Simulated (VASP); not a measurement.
# Ru (R-3m) in VASP: notebook

Runs on Ru. Level: PBE. Tasks: single point.

All numbers are computed with VASP 6.6.1; they aren't measurements. Logs are shortened: lines on timing, memory, paths and dates and some standing lists are left out, and cuts for length are marked.

### Step 1. The cell of the first run

The structure is trigonal, space group R-3m (No. 166). The conventional cell has a = 2.785 Å, b = 2.785 Å, c = 6.649 Å, α = 90.00°, β = 90.00°, γ = 120.00°. Ru (site symmetry -3m) has 12 Ru at 2.74 to 2.79 Å within 3.6 Å.

### Step 2. Single point, PBE

Input file INCAR:

```
SYSTEM = Ru
PREC     = Accurate       ! precision mode
ENCUT    = 520            ! plane-wave cutoff, eV
EDIFF    = 1E-7           ! SCF threshold, eV
ISMEAR   = 0              ! smearing method
SIGMA    = 0.15           ! smearing width, eV
LREAL    = .FALSE.        ! projectors in reciprocal space
LASPH    = .TRUE.         ! aspherical terms in the spheres
NELM     = 80             ! most SCF steps
ALGO     = Fast           ! electronic algorithm
ISIF     = 2              ! what is computed and relaxed
LWAVE    = .FALSE.        ! write WAVECAR
LCHARG   = .FALSE.        ! write CHGCAR
GGA      = PE             ! functional
NBANDS   = 13             ! bands
```

Input file KPOINTS:

```
regular mesh
0
G
  20 20 20
  0 0 0
```

Input file POSCAR:

```
Ru
1.0
   -0.0333389707      1.9360416549      1.9360416549
    1.9360416549     -0.0333389707      1.9360416549
    1.9360416549      1.9360416549     -0.0333389707
Ru
1
Direct
    0.0000000000      0.0000000000      0.0000000000
```

Potentials or basis: VASP PAW PBE potentials, release 64 (Ru_pv).

The run is started by

```bash
> cat potpaw_PBE.64/Ru_pv/POTCAR > POTCAR
> mpirun -np 1 vasp_std > vasp.out
```

OUTCAR:

```text
SYSTEM = Ru
   PREC = Accurate
   ENCUT = 520
   EDIFF = 1E-7
   ISMEAR = 0
   LREAL = .FALSE.
   LASPH = .TRUE.
   NELM = 80
   ISIF = 2
   GGA = PE

 ion  position               nearest neighbor table
   1  0.000  0.000  0.000-

  LATTYP: Found a trigonal (rhomboedric) cell.
 ALAT       =     2.7381793342
 COS(alpha) =     0.4827082580

  Lattice vectors:

 A1 = (  -0.0333389707,   1.9360416549,   1.9360416549)
 A2 = (   1.9360416549,  -0.0333389707,   1.9360416549)
 A3 = (   1.9360416549,   1.9360416549,  -0.0333389707)

Analysis of symmetry for initial positions (statically):
=====================================================================
 Subroutine PRICEL returns:
 Original cell was already a primitive cell.

 Routine SETGRP: Setting up the symmetry group for a
 trigonal (rhombohedral) supercell.

 Subroutine GETGRP returns: Found 12 space group operations
 (whereof 12 operations were pure point group operations)
 out of a pool of 12 trial point group operations.

The static configuration has the point symmetry D_3d.

Analysis of symmetry for dynamics (positions and initial velocities):
=====================================================================
 Subroutine PRICEL returns:
 Original cell was already a primitive cell.

 Routine SETGRP: Setting up the symmetry group for a
 trigonal (rhombohedral) supercell.

 Subroutine GETGRP returns: Found 12 space group operations
 (whereof 12 operations were pure point group operations)
 out of a pool of 12 trial point group operations.

The dynamic configuration has the point symmetry D_3d.

 Subroutine INISYM returns: Found 12 space group operations
 (whereof 12 operations are pure point group operations),
 and found     1 'primitive' translations

----------------------------------------------------------------------------------------

                                     Primitive cell

  volume of cell :      14.8884

  direct lattice vectors                    reciprocal lattice vectors
    -0.033338971  1.936041655  1.936041655    -0.251681956  0.256091903  0.256091903
     1.936041655 -0.033338971  1.936041655     0.256091903 -0.251681956  0.256091903
     1.936041655  1.936041655 -0.033338971     0.256091903  0.256091903 -0.251681956

  length of vectors
     2.738179334  2.738179334  2.738179334     0.441032802  0.441032802  0.441032802

  position of ions in fractional coordinates (direct lattice)
     0.000000000  0.000000000  0.000000000

  ion indices of the primitive-cell ions
   primitive index   ion index
                 1           1

----------------------------------------------------------------------------------------

 KPOINTS: regular mesh

Automatic generation of k-mesh.
 Grid dimensions read from file:
 generate k-points for:   20   20   20

 Generating k-lattice:

  Cartesian coordinates                     Fractional coordinates (reciprocal lattice)
    -0.012584098  0.012804595  0.012804595     0.050000000  0.000000000  0.000000000
     0.012804595 -0.012584098  0.012804595     0.000000000  0.050000000  0.000000000
     0.012804595  0.012804595 -0.012584098     0.000000000  0.000000000  0.050000000

  Length of vectors
     0.022051640  0.022051640  0.022051640

  Shift w.r.t. Gamma in fractional coordinates (k-lattice)
     0.000000000  0.000000000  0.000000000

 Subroutine IBZKPT returns following result:
 ===========================================

 Found    781 irreducible k-points:

 Following reciprocal coordinates:
            Coordinates               Weight
  0.000000  0.000000  0.000000      1.000000
  0.050000  0.000000 -0.000000      6.000000
  0.100000  0.000000 -0.000000      6.000000
  0.150000  0.000000 -0.000000      6.000000
  0.200000  0.000000 -0.000000      6.000000
  0.250000  0.000000  0.000000      6.000000
[... 16 lines left out ...]
 -0.400000  0.050000  0.000000     12.000000
 -0.350000  0.050000  0.000000     12.000000
 [... further k-points ...]
   k-points           NKPTS =    781   k-points in BZ     NKDIM =    781   number of bands    NBANDS=     13
   number of dos      NEDOS =    301   number of ions     NIONS =      1
   total plane-waves  NPLWV =   8000
   dimension x,y,z NGX =    20 NGY =   20 NGZ =   20
   dimension x,y,z NGXF=    40 NGYF=   40 NGZF=   40
   ions per type =               1
   NGX,Y,Z   is equivalent  to a cutoff of  12.14, 12.14, 12.14 a.u.
   NGXF,Y,Z  is equivalent  to a cutoff of  24.29, 24.29, 24.29 a.u.
 SYSTEM =  Ru
   PREC   = accura    normal or accurate (medium, high low for compatibility)
   ISTART =      0    job   : 0-new  1-cont  2-samecut
   ICHARG =      2    charge: 1-file 2-atom 10-const
   ISPIN  =      1    spin polarized calculation?
   LNONCOLLINEAR =      F non collinear calculations
   LSORBIT =      F    spin-orbit coupling
   LASPH  =      T    aspherical Exc in radial PAW
   ENCUT  =  520.0 eV  38.22 Ry    6.18 a.u.   5.09  5.09  5.09*2*pi/ulx,y,z
   NELM   =     80;   NELMIN=  2; NELMDL= -5     # of ELM steps
   EDIFF  = 0.1E-06   stopping-criterion for ELM
   LREAL  =      F    real-space projection
   EDIFFG = 0.1E-05   stopping-criterion for IOM
   NSW    =      0    number of steps for IOM
   IBRION =     -1    ionic relax: 0-MD 1-quasi-New 2-CG
   NFREE  =      0    steps in history (QN), initial steepest desc. (CG)
   ISIF   =      2    stress and relaxation
   ISYM   =      2    0-nonsym 1-usesym 2-fastsym
   POTIM  = 0.5000    time-step for ionic-motion
   TEBEG  =    0.0;   TEEND  =   0.0 temperature during run
   PSTRESS=    0.0 pullay stress
   NELECT =      14.0000    total number of electrons
   NUPDOWN=      -1.0000    fix difference up-down
   EMIN   =  10.00;   EMAX   =-10.00  energy-range for DOS
   EFERMI =   0.00;   METHOD = LEGACY
   ISMEAR =     0;   SIGMA  =   0.15  broadening in eV -4-tet -1-fermi 0-gaus
   EFERMI_NEDOS =   21; number of points for ismear=-14 and -15
   IALGO  =     68    algorithm
   IMIX   =      4    mixing-type and parameters
     AMIX     =   0.40;   BMIX     =  1.00
     AMIX_MAG =   1.60;   BMIX_MAG =  1.00
  volume/ion in A,a.u.               =      14.89       100.47
  Fermi-wavevector in a.u.,A,eV,Ry     =   1.603866  3.030867 34.999426  2.572385
  Thomas-Fermi vector in A             =   2.700461
   LORBIT       =      0    0 simple, 1 ext, 2 COOP (PROOUT), +10 PAW based schemes
   GGA     = PE    functional components
   LHFCALC =     F    Hartree Fock is set to
   AEXX    =    0.0000 exact exchange contribution
   IVDW    =     0    specifies the selected vdW correction
   LEPSILON=     F    determine dielectric tensor
   LRPA    =     F    only Hartree local field effects (RPA)
 non-spin polarized calculation
 RMM-DIIS sequential band-by-band and
 Gauss-broadening in eV      SIGMA  =   0.15
  energy-cutoff  :      520.00
  volume of cell :       14.89
 maximum number of plane-waves:       413
   NGX = 11   NGY = 11   NGZ = 11

 number of electron      14.0000001 magnetization

 Free energy of the ion-electron system (eV)
  ---------------------------------------------------
  ext. energy  EPLUGINS =         0.00000000
  ---------------------------------------------------
  free energy    TOTEN  =        -9.05169821 eV

  energy without entropy =       -9.03572667  energy(sigma->0) =       -9.04371244

 E-fermi :  11.1577     XC(G=0): -13.5523

 val. band max:       11.1573588597   @ k =  -0.0500   0.1000   0.0500
 cond. band min:      11.1598963225   @ k =  -0.1500   0.0500  -0.0000
 fundamental gap:      0.0025374628
 Fermi energy:        11.1577459861

 k-point     1 :       0.0000    0.0000    0.0000
  band No.  band energies     occupation
      1     -31.2706      2.00000
      2     -31.2706      2.00000
      3     -31.2370      2.00000
      4       3.7885      2.00000
      5       8.7844      2.00000
      6       8.7844      2.00000
      7       9.1270      2.00000
      8      11.0350      1.75266
      9      11.0350      1.75266
     10      21.8081      0.00000
     11      26.2318      0.00000
     12      31.2319      0.00000
     13      31.2319      0.00000

 k-point     2 :       0.0500    0.0000   -0.0000
  band No.  band energies     occupation
      1     -31.2885      2.00000
      2     -31.2728      2.00000
      3     -31.2414      2.00000
      4       3.8851      2.00000
      5       8.7503      2.00000
      6       8.8188      2.00000
      7       9.1560      2.00000
      8      11.0124      1.82933
      9      11.0136      1.82576
     10      21.8081      0.00000
     11      26.3816      0.00000
     12      30.7673      0.00000
     13      31.3869      0.00000

 k-point     3 :       0.1000    0.0000   -0.0000
  band No.  band energies     occupation
      1     -31.3434      2.00000
      2     -31.2794      2.00000
      3     -31.2510      2.00000
      4       4.1651      2.00000
      5       8.6470      2.00000
      6       8.9102      2.00000
      7       9.2492      2.00000
      8      10.9606      1.93688
      9      10.9650      1.93088
     10      21.8081      0.00000
     11      26.7957      0.00000
     12      29.6664      0.00000
     13      31.8407      0.00000
[... 305 lines left out ...]
 k-point    23 :      -0.4000    0.0500    0.0000
  band No.  band energies     occupation
      1     -31.9785      2.00000
      2     -31.3735      2.00000
      3     -31.3451      2.00000
      4       5.8682      2.00000
      5       8.6827      2.00000
      6       9.1032      2.00000
      7      10.8193      1.99858
      8      12.2741      0.00000
      9      12.8951      0.00000
     10      21.1130      0.00000
     11      21.8109      0.00000
     12      26.3207      0.00000
     13      31.3349      0.00000

 k-point    24 :      -0.3500    0.0500    0.0000
  band No.  band energies     occupation
      1     -31.9055      2.00000
      2     -31.3665      2.00000
      3     -31.3321      2.00000
      4       5.9177      2.00000
      5       8.7940      2.00000
      6       9.2010      2.00000
      7      10.0293      2.00000
      8      11.8845      0.00000
      9      12.4762      0.00000
     10      21.8056      0.00000
     11      22.4476      0.00000
     12      26.7881      0.00000
     13      31.9555      0.00000

 [... further k-points ...]

------------------------ aborting loop because EDIFF is reached ----------------------------------------

  FORCE on cell =-STRESS in cart. coord.  units (eV):
  Direction    XX          YY          ZZ          XY          YZ          ZX
  --------------------------------------------------------------------------------------
  -------------------------------------------------------------------------------------
  Total       -1.7310907     -1.7310907     -1.7310907      0.2997637      0.2997637      0.2997637
  in kB     -186.2867218   -186.2867218   -186.2867218     32.2582744     32.2582744     32.2582744
  external PRESSURE =    -186.2867218 kB  Pullay stress =       0.0000000 kB

 VOLUME and BASIS-vectors are now :
 -----------------------------------------------------------------------------
  energy-cutoff  :      520.00
  volume of cell :       14.89
      direct lattice vectors                 reciprocal lattice vectors
    -0.033338971  1.936041655  1.936041655    -0.251681956  0.256091903  0.256091903
     1.936041655 -0.033338971  1.936041655     0.256091903 -0.251681956  0.256091903
     1.936041655  1.936041655 -0.033338971     0.256091903  0.256091903 -0.251681956

 POSITION                                       TOTAL-FORCE (eV/Angst)
 -----------------------------------------------------------------------------------
      0.00000      0.00000      0.00000        -0.000000      0.000000     -0.000000
 -----------------------------------------------------------------------------------
    total drift:                                0.000000      0.000000      0.000000

  FREE ENERGIE OF THE ION-ELECTRON SYSTEM (eV)
  ---------------------------------------------------
  free  energy   TOTEN  =        -9.0516982137 eV

  energy  without entropy=       -9.0357266732  energy(sigma->0) =       -9.04371244
```

Run time: 93 s. Hardware: 1 thread of Intel Xeon Platinum 8488C (Sapphire Rapids), shared host; peak memory 0.24 GiB.

What came out:

| Property | Result |
| --- | --- |
| Free energy | -9.0517 eV |
| Pressure | -18.6 GPa |
| Band gap on the k mesh | zero (band 7 reaches 13.08 eV, above the bottom of band 8 at 10.09 eV) |

[end of part 1 of 2]
